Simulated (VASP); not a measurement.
Crystal: LiF.

```
Li F
1.0
     0.00000    2.03353    2.03353
     2.03353    0.00000    2.03353
     2.03353    2.03353    0.00000
Li F
1 1
Direct
  0.00000 0.00000 0.00000
  0.50000 0.50000 0.50000
```

| Item | Value |
| --- | --- |
| Program | VASP 6.6.1 |
| Task | relaxation of cell and atoms |
| Functional | PBEsol |
| Potentials or basis | VASP PAW PBE potentials, release 64 (Li_sv, F) |
| Cutoff | 750 eV |
| k mesh | 10 × 10 × 10 |
| Occupations | gaussian, width 0.02 eV |
| Spin | no spin polarisation |

At the start: pressure -3.4 GPa; volume 8.41 Å³/atom.

Where does the relaxation end?

Over 4 steps the energy falls by 4.3 meV/atom and the volume is 8.01 Å³/atom (-4.7 %); space group Fm-3m (No. 225, to 0.1 Å) before and after.

Step by step:
```
step  energy change (eV)  largest force (eV/Å)  pressure (GPa)  volume (Å³)
   1              0.0000                0.0000           -3.35        16.82
   2             -0.0067                0.0000           -1.66        16.39
   3             -0.0086                0.0000           -0.14        16.05
   4             -0.0087                0.0000           -0.01        16.03
```

Final structure:
```
Li F
1.0
     0.00000    2.00104    2.00104
     2.00104    0.00000    2.00104
     2.00104    2.00104    0.00000
Li F
1 1
Direct
  0.00000 0.00000 0.00000
  0.50000 0.50000 0.50000
```

Caveat: the PAW data sets were made with another functional, which shifts forces and pressure a little.
